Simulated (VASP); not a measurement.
# MoS2 (P6_3/mmc) in VASP: notebook, part 2 of 2

VASP 6.6.1. The steps go on from the part before.

## Step 4: Single point, PBEsol (16.62 Å³/atom)

File INCAR:

```
ALGO = Normal
EDIFF = 1E-6
ENCUT = 520
GGA = PS
ISIF = 2
ISMEAR = 1
LASPH = T
LCHARG = T
LELF = T
LREAL = F
LVHAR = T
LWAVE = F
NBANDS = 35
NELM = 60
PREC = Accurate
SIGMA = 0.2
```

File KPOINTS:

```
k-points
0
Gamma
  12 12 4
```

File POSCAR:

```
MoS2
1.0
    3.1395962646      0.0000000000      0.0000000000
   -1.5697981323      2.7189701228      0.0000000000
    0.0000000000      0.0000000000     11.6802399832
Mo S
2 4
Direct
    0.3333333333      0.6666666667      0.2500000000
    0.6666666667      0.3333333333      0.7500000000
    0.3333333333      0.6666666667      0.6259932117
    0.6666666667      0.3333333333      0.1259932117
    0.3333333333      0.6666666667      0.8740067883
    0.6666666667      0.3333333333      0.3740067883
```

Potentials or basis: VASP PAW PBE potentials, release 64 (Mo_sv, S).

On the command line:

```bash
cat potpaw_PBE.64/Mo_sv/POTCAR potpaw_PBE.64/S/POTCAR > POTCAR
mpirun -np 1 vasp_std > vasp.out
```

OUTCAR:

```text
EDIFF = 1E-6
   ENCUT = 520
   GGA = PS
   ISIF = 2
   ISMEAR = 1
   LASPH = T
   LREAL = F
   NELM = 60
   PREC = Accurate

 ion  position               nearest neighbor table
   1  0.333  0.667  0.250-   4 2.32   6 2.32   4 2.32   6 2.32   4 2.32   6 2.32
   2  0.667  0.333  0.750-   3 2.32   5 2.32   3 2.32   5 2.32   3 2.32   5 2.32
   3  0.333  0.667  0.626-   2 2.32   2 2.32   2 2.32
   4  0.667  0.333  0.126-   1 2.32   1 2.32   1 2.32
   5  0.333  0.667  0.874-   2 2.32   2 2.32   2 2.32
[... 1123 lines left out ...]
  -------------------------------------------------------------------------------------
  Total        5.8320458      5.8320458     15.1548687      0.0000000      0.0000000      0.0000000
  in kB       93.7133588     93.7133588    243.5189460      0.0000000      0.0000000      0.0000000
  external PRESSURE =     143.6485545 kB  Pullay stress =       0.0000000 kB

 VOLUME and BASIS-vectors are now :
 -----------------------------------------------------------------------------
  energy-cutoff  :      520.00
  volume of cell :       99.71
      direct lattice vectors                 reciprocal lattice vectors
     3.139596265  0.000000000  0.000000000     0.318512291  0.183893157  0.000000000
    -1.569798132  2.718970123  0.000000000     0.000000000  0.367786314  0.000000000
     0.000000000  0.000000000 11.680239983     0.000000000  0.000000000  0.085614679

 POSITION                                       TOTAL-FORCE (eV/Angst)
 -----------------------------------------------------------------------------------
     -0.00000      1.81265      2.92006         0.000000     -0.000000      0.000000
      1.56980      0.90632      8.76018        -0.000000      0.000000      0.000000
     -0.00000      1.81265      7.31175         0.000000     -0.000000     -2.412117
      1.56980      0.90632      1.47163        -0.000000      0.000000     -2.412117
     -0.00000      1.81265     10.20861         0.000000     -0.000000      2.412117
      1.56980      0.90632      4.36849        -0.000000      0.000000      2.412117
 -----------------------------------------------------------------------------------
    total drift:                               -0.000000      0.000000     -0.000000

  FREE ENERGIE OF THE ION-ELECTRON SYSTEM (eV)
  ---------------------------------------------------
  free  energy   TOTEN  =       -46.3499398733 eV

  energy  without entropy=      -46.3504427860  energy(sigma->0) =      -46.35010751
```

Run time: 2.1 min. Hardware: 1 thread of Intel Xeon Platinum 8488C (Sapphire Rapids), shared host; peak memory 0.3 GiB.

What came out:

```
Free energy            : -46.3499 eV
Pressure               : 14.4 GPa
Largest force          : 2.412 eV/Å
Band gap on the k mesh : 0.17 eV (least direct gap 1.50 eV)
```

Forces on the atoms (eV/Å):
```
Mo   0.000  0.000  0.000
Mo   0.000  0.000  0.000
S    0.000  0.000 -2.412
S    0.000  0.000 -2.412
S    0.000  0.000  2.412
S    0.000  0.000  2.412
```

Stress tensor (GPa, compression positive):
```
 9.37  0.00  0.00
 0.00  9.37  0.00
 0.00  0.00 24.35
```

Levels at points of the mesh, in eV from the valence-band top:
```
           k point  band 22  band 23  band 24  band 25  band 26  band 27  band 28  band 29  band 30  band 31
(0.00, 0.00, 0.00)    -3.19    -3.19    -1.41    -1.22     0.00     1.67     1.67     1.68     1.68     2.15
(0.50, 0.00, 0.00)    -2.76    -2.61    -2.39    -2.08    -1.83     1.00     1.07     1.57     1.78     2.66
(0.00, 0.00, 0.50)    -3.22    -2.90    -2.90    -0.29    -0.29     1.67     1.67     1.67     1.67     2.28
(0.50, 0.00, 0.50)    -2.95    -2.50    -2.50    -1.93    -1.93     1.03     1.03     1.69     1.69     3.01
```

Caveat: the stress differs along the axes, from 9 to 24 GPa; semilocal functionals underestimate gaps, and a narrow one can read as zero; the PAW data sets were made with another functional, which shifts forces and pressure a little; this functional lacks dispersion, which binds layers or chains, so the pressure and a relaxed spacing across them are unreliable.

## Step 5: Single point, PBEsol (16.62 Å³/atom)

File INCAR:

```
  PREC = Accurate
  ENCUT = 520
  EDIFF = 1E-7
  ISMEAR = 1
  SIGMA = 0.2
  LREAL = False
  LASPH = True
  NELM = 60
  ALGO = Normal
  ISIF = 2
  LWAVE = False
  LCHARG = False
  GGA = PS
  NBANDS = 35
```

File KPOINTS:

```
regular mesh
0
Gamma
  12 12 4
```

Edit POSCAR of step 4 so:

```diff
@@ -2,5 +2,5 @@
 1.0
-    3.1395962646      0.0000000000      0.0000000000
-   -1.5697981323      2.7189701228      0.0000000000
-    0.0000000000      0.0000000000     11.6802399832
+    3.2167113047      0.0000000000      0.0000000000
+   -1.6083556524      2.7857537065      0.0000000000
+    0.0000000000      0.0000000000     11.1269260740
 Mo S
```

On the command line:

```bash
cat potpaw_PBE.64/Mo_sv/POTCAR potpaw_PBE.64/S/POTCAR > POTCAR
mpirun -np 1 vasp_std > vasp.out
```

Run time: 2.3 min. Hardware: 1 thread of Intel Xeon Platinum 8488C (Sapphire Rapids), shared host; peak memory 0.29 GiB.

It converged, with:

```
Free energy            : -45.7190 eV
Pressure               : 15.2 GPa
Largest force          : 3.254 eV/Å
Band gap on the k mesh : zero (bands 26 and 27 overlap by 0.74 eV)
```

Forces in eV/Å, atoms in the order of the input:
```
Mo   0.000  0.000  0.000
Mo   0.000  0.000  0.000
S    0.000  0.000 -3.254
S    0.000  0.000 -3.254
S    0.000  0.000  3.254
S    0.000  0.000  3.254
```

Stress tensor (GPa, compression positive):
```
 6.41  0.00  0.00
 0.00  6.41  0.00
 0.00  0.00 32.71
```

Levels at points of the mesh, in eV from the Fermi level:
```csv
k point,band 23,band 24,band 25,band 26,band 27,band 28,band 29,band 30
"(0.00, 0.00, 0.00)",-3.41,-0.79,-0.40,0.47,1.59,1.59,1.60,1.60
"(0.50, 0.00, 0.00)",-2.65,-2.23,-2.10,-1.61,0.73,0.85,1.27,1.37
"(0.00, 0.00, 0.50)",-2.29,-2.29,0.30,0.30,1.59,1.59,1.59,1.59
"(0.50, 0.00, 0.50)",-2.54,-2.54,-1.76,-1.76,0.78,0.78,1.33,1.33
```

Caveat: the stress differs along the axes, from 6 to 33 GPa; the PAW data sets were made with another functional, which shifts forces and pressure a little.

## Step 6: The runs side by side

```csv
cell,gap on the mesh (eV),pressure (GPa),largest force (eV/Å)
"a = 3.256, b = 3.256, c = 10.860 Å, angles 90.0, 90.0, 120.0°, 6 atoms",none,15.4,3.53
"a = 3.178, b = 3.178, c = 11.400 Å, angles 90.0, 90.0, 120.0°, 6 atoms",none,14.8,2.86
"a = 3.140, b = 3.140, c = 11.680 Å, angles 90.0, 90.0, 120.0°, 6 atoms",0.17,14.4,2.41
"a = 3.217, b = 3.217, c = 11.127 Å, angles 90.0, 90.0, 120.0°, 6 atoms",none,15.2,3.25
```

Alike in all rows: task single point; level PBEsol; potentials or basis VASP PAW PBE potentials, release 64 (Mo_sv, S); no spin polarisation; k mesh 12 × 12 × 4; cutoff (eV) 520; smearing methfessel-paxton 0.2 eV.

Caveats: the PAW data sets were made with another functional, which shifts forces and pressure a little; this functional lacks dispersion, which binds layers or chains, so the pressure and a relaxed spacing across them are unreliable (at least some runs); the stress differs along the axes, from 5 to 35 GPa (at least some runs); the stress differs along the axes, from 8 to 29 GPa (at least some runs); the stress differs along the axes, from 9 to 24 GPa (at least some runs); semilocal functionals underestimate gaps, and a narrow one can read as zero (at least some runs); the stress differs along the axes, from 6 to 33 GPa (at least some runs).

Total energies depend on the potentials used, so only differences within one code and one set of settings carry meaning.
